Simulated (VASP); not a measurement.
# Ir (I4/mmm) in VASP: notebook, part 2 of 2

VASP 6.6.1. Earlier steps stand in the parts before.

### 5 Single point, LDA (14.94 Å³/atom)

This run uses another cell than the first one, of 14.94 Å³/atom.

INCAR

```
ALGO = Fast
EDIFF = 1E-7
ENCUT = 520
ISIF = 2
ISMEAR = 0
LASPH = T
LCHARG = T
LELF = T
LREAL = F
LVHAR = T
LWAVE = F
NBANDS = 10
NELM = 80
PREC = Accurate
SIGMA = 0.15
```

KPOINTS

```
k-points
0
Gamma
  22 22 22
```

POSCAR

```
Ir
1.0
    0.0000000000      2.0581776817      1.7636524555
    2.0581776817      0.0000000000      1.7636524555
    2.0581776817      2.0581776817      0.0000000000
Ir
1
Direct
    0.0000000000      0.0000000000      0.0000000000
```

Potentials or basis: VASP PAW LDA potentials, release 64 (Ir).

The run is started by

```
> cat potpaw_LDA.64/Ir/POTCAR > POTCAR
> mpirun -np 1 vasp_std > vasp.out
```

OUTCAR:

```text
EDIFF = 1E-7
   ENCUT = 520
   ISIF = 2
   ISMEAR = 0
   LASPH = T
   LREAL = F
   NELM = 80
   PREC = Accurate

 ion  position               nearest neighbor table
   1  0.000  0.000  0.000-

  LATTYP: Found a body centered tetragonal cell.
 ALAT       =     2.9107027912
 C/A-ratio  =     1.2118396016

  Lattice vectors:

 A1 = (   0.0000000000,  -2.0581776817,  -1.7636524555)
 A2 = (   0.0000000000,   2.0581776817,  -1.7636524555)
 A3 = (   2.0581776817,   0.0000000000,   1.7636524555)

Analysis of symmetry for initial positions (statically):
=====================================================================
 Subroutine PRICEL returns:
 Original cell was already a primitive cell.

 Routine SETGRP: Setting up the symmetry group for a
 body centered tetragonal supercell.

 Subroutine GETGRP returns: Found 16 space group operations
 (whereof 16 operations were pure point group operations)
 out of a pool of 16 trial point group operations.

The static configuration has the point symmetry D_4h.

[... 163 lines left out ...]
 fundamental gap:      0.0044639919
 Fermi energy:         9.2921967984

 k-point     1 :       0.0000    0.0000    0.0000
  band No.  band energies     occupation
      1      -1.1543      2.00000
      2       5.4022      2.00000
      3       5.4022      2.00000
      4       7.0345      2.00000
      5       7.0355      2.00000
      6       9.1280      1.87849
      7      24.2364      0.00000
      8      27.5918      0.00000
      9      27.5918      0.00000
     10      32.5462      0.00000
[... 287 lines left out ...]
 k-point    24 :      -0.4545    0.0455    0.0000
  band No.  band energies     occupation
      1       1.9230      2.00000
      2       4.8547      2.00000
      3       6.6861      2.00000
      4       8.2837      2.00000
      5      10.0842      0.00000
      6      10.5842      0.00000
      7      16.5793      0.00000
      8      23.2119      0.00000
      9      27.4973      0.00000
     10      30.4565      0.00000

 [... further k-points ...]

------------------------ aborting loop because EDIFF is reached ----------------------------------------

  FORCE on cell =-STRESS in cart. coord.  units (eV):
  Direction    XX          YY          ZZ          XY          YZ          ZX
  --------------------------------------------------------------------------------------
  -------------------------------------------------------------------------------------
  Total       -3.0499779     -3.0499779      0.6278214      0.0000000      0.0000000      0.0000000
  in kB     -327.0382455   -327.0382455     67.3190463      0.0000000      0.0000000      0.0000000
  external PRESSURE =    -195.5858149 kB  Pullay stress =       0.0000000 kB

 VOLUME and BASIS-vectors are now :
 -----------------------------------------------------------------------------
  energy-cutoff  :      520.00
  volume of cell :       14.94
      direct lattice vectors                 reciprocal lattice vectors
     0.000000000  2.058177682  1.763652455    -0.242933350  0.242933350  0.283502568
     2.058177682  0.000000000  1.763652455     0.242933350 -0.242933350  0.283502568
     2.058177682  2.058177682  0.000000000     0.242933350  0.242933350 -0.283502568

 POSITION                                       TOTAL-FORCE (eV/Angst)
 -----------------------------------------------------------------------------------
      0.00000      0.00000      0.00000         0.000000      0.000000      0.000000
 -----------------------------------------------------------------------------------
    total drift:                               -0.000000      0.000000      0.000000

  FREE ENERGIE OF THE ION-ELECTRON SYSTEM (eV)
  ---------------------------------------------------
  free  energy   TOTEN  =       -10.0374202186 eV

  energy  without entropy=      -10.0230353600  energy(sigma->0) =      -10.03022779
```

OSZICAR:

```text
N       E                     dE             d eps       ncg     rms          rms(c)
DAV:   1     0.469642139183E+02    0.46964E+02   -0.43419E+03 16808   0.817E+02
DAV:   2    -0.969262257864E+01   -0.56657E+02   -0.53677E+02 16982   0.194E+02
DAV:   3    -0.106422922943E+02   -0.94967E+00   -0.94457E+00 19510   0.311E+01
DAV:   4    -0.106513517503E+02   -0.90595E-02   -0.90577E-02 18964   0.280E+00
DAV:   5    -0.106515470687E+02   -0.19532E-03   -0.19531E-03 19154   0.397E-01    0.138E+01
RMM:   6    -0.101173173546E+02    0.53423E+00   -0.47382E-01 17233   0.854E+00    0.521E+00
RMM:   7    -0.100418622878E+02    0.75455E-01   -0.18104E-01 17504   0.357E+00    0.169E+00
RMM:   8    -0.100416766175E+02    0.18567E-03   -0.20119E-02 20415   0.190E+00    0.138E+00
RMM:   9    -0.100399830565E+02    0.16936E-02   -0.51041E-03 20679   0.617E-01    0.789E-01
RMM:  10    -0.100374781680E+02    0.25049E-02   -0.34855E-03 17711   0.919E-01    0.241E-01
RMM:  11    -0.100375082859E+02   -0.30118E-04   -0.31011E-04 18819   0.136E-01    0.175E-01
RMM:  12    -0.100374971403E+02    0.11146E-04   -0.41314E-05 22794   0.542E-02    0.159E-01
RMM:  13    -0.100374818838E+02    0.15256E-04   -0.86942E-06 20851   0.262E-02    0.145E-01
RMM:  14    -0.100374330049E+02    0.48879E-04   -0.42465E-05 24117   0.807E-02    0.728E-02
RMM:  15    -0.100374200432E+02    0.12962E-04   -0.29250E-05 23122   0.621E-02    0.218E-02
RMM:  16    -0.100374201552E+02   -0.11208E-06   -0.24441E-06 20464   0.138E-02    0.161E-02
RMM:  17    -0.100374202186E+02   -0.63312E-07   -0.30640E-07 17158   0.523E-03
   1 F= -.10037420E+02 E0= -.10030228E+02  d E =-.143849E-01
```

stdout:

```text
POSCAR found type information on POSCAR Ir
 POSCAR found :  1 types and       1 ions
 scaLAPACK will be used
 LDA part: xc-table for (Slater(with rela. corr.)+CA(PZ))
 , standard interpolation
 POSCAR, INCAR and KPOINTS ok, starting setup
 FFT: planning ... GRIDC
 FFT: planning ... GRID_SOFT
 FFT: planning ... GRID
 WAVECAR not read
 entering main loop
```

Run time: 79 s. Hardware: 1 thread of AMD EPYC 9R45 (Zen 5), shared host; peak memory 0.21 GiB.

What came out:

* Free energy: -10.0374 eV
* Pressure: -19.6 GPa
* Band gap on the k mesh: zero (an odd number of electrons rules out a gap without spin polarisation)

Levels at points of the mesh, in eV from the Fermi level:
| k point | band 2 | band 3 | band 4 | band 5 | band 6 | band 7 |
| --- | --- | --- | --- | --- | --- | --- |
| (0.00, 0.00, 0.00) | -3.89 | -3.89 | -2.26 | -2.26 | -0.16 | 14.94 |
| (0.50, 0.00, 0.00) | -4.53 | -2.44 | -0.42 | 0.29 | 1.46 | 6.99 |
| (0.50, 0.50, 0.00) | -6.83 | 0.88 | 1.46 | 1.46 | 4.14 | 9.74 |
| (0.50, 0.00, 0.50) | -6.42 | 0.53 | 0.55 | 0.86 | 1.99 | 8.70 |

Caveat: the stress differs along the axes, from -33 to 7 GPa; spin-orbit coupling is left out, which moves the levels of the heavy elements.

### 6 Single point, LDA (14.94 Å³/atom)

This run uses another cell than the first one, of 14.94 Å³/atom.

INCAR

```
ALGO = Normal ; EDIFF = 1E-6
ENCUT = 520 ; ISIF = 2
ISMEAR = 0 ; LASPH = True
LCHARG = False ; LREAL = False
LWAVE = False ; NBANDS = 10
NELM = 60 ; PREC = Accurate
SIGMA = 0.15
```

KPOINTS is that of step 5.

POSCAR

```
Ir
1.0
    0.0000000000      2.1118610658      1.6751281974
    2.1118610658      0.0000000000      1.6751281974
    2.1118610658      2.1118610658      0.0000000000
Ir
1
Direct
    0.0000000000      0.0000000000      0.0000000000
```

Potentials or basis: VASP PAW LDA potentials, release 64 (Ir).

The run is started by

```
> cat potpaw_LDA.64/Ir/POTCAR > POTCAR
> mpirun -np 1 vasp_std > vasp.out
```

It took 36 s on 1 thread of AMD EPYC 9R45 (Zen 5), shared host; peak memory 0.21 GiB.

It converged, with:

| Item | Value |
| --- | --- |
| Free energy | -9.8315 eV |
| Pressure | -15.7 GPa |
| Band gap on the k mesh | zero (an odd number of electrons rules out a gap without spin polarisation) |

Stress tensor (GPa, compression positive):
```
-30.19   0.00   0.00
  0.00 -30.19   0.00
  0.00   0.00  13.37
```

Levels at points of the mesh, in eV from the Fermi level:
| k point | band 1 | band 2 | band 3 | band 4 | band 5 | band 6 | band 7 | band 8 | band 9 |
| --- | --- | --- | --- | --- | --- | --- | --- | --- | --- |
| (0.00, 0.00, 0.00) | -10.36 | -3.78 | -3.78 | -2.76 | -1.54 | -0.02 | 15.57 | 17.74 | 17.74 |
| (0.50, 0.00, 0.00) | -7.33 | -4.82 | -1.66 | -0.24 | 0.09 | 1.82 | 7.29 | 13.45 | 17.50 |
| (0.50, 0.50, 0.00) | -6.85 | -6.81 | 1.09 | 1.53 | 1.53 | 5.56 | 8.98 | 8.98 | 13.60 |
| (0.50, 0.00, 0.50) | -7.21 | -5.99 | 0.20 | 0.26 | 0.52 | 2.18 | 8.29 | 12.30 | 14.70 |

Caveat: the stress differs along the axes, from -30 to 13 GPa; spin-orbit coupling is left out, which moves the levels of the heavy elements.

### 7 Overview

| cell | gap on the mesh (eV) | pressure (GPa) |
| --- | --- | --- |
| a = 2.711, b = 2.711, c = 2.813 Å, angles 58.7, 58.7, 62.5°, 1 atom | none | -15.0 |
| a = 2.854, b = 2.854, c = 2.626 Å, angles 62.6, 62.6, 54.8°, 1 atom | none | -18.1 |
| a = 2.695, b = 2.695, c = 3.226 Å, angles 53.2, 53.2, 73.5°, 1 atom | none | -14.3 |
| a = 2.710, b = 2.710, c = 2.911 Å, angles 57.5, 57.5, 65.0°, 1 atom | none | -19.6 |
| a = 2.696, b = 2.696, c = 2.987 Å, angles 56.4, 56.4, 67.3°, 1 atom | none | -15.7 |

Alike in all rows: task single point; level LDA; potentials or basis VASP PAW LDA potentials, release 64 (Ir); no spin polarisation; k mesh 22 × 22 × 22; cutoff (eV) 520; smearing gaussian 0.15 eV.

Caveats: spin-orbit coupling is left out, which moves the levels of the heavy elements; the stress differs along the axes, from -23 to 1 GPa (at least some runs); the stress differs along the axes, from -48 to -3 GPa (at least some runs); the stress differs along the axes, from -36 to -3 GPa (at least some runs); the stress differs along the axes, from -33 to 7 GPa (at least some runs); the stress differs along the axes, from -30 to 13 GPa (at least some runs).

Absolute energies hang on the potentials; compare differences alone.
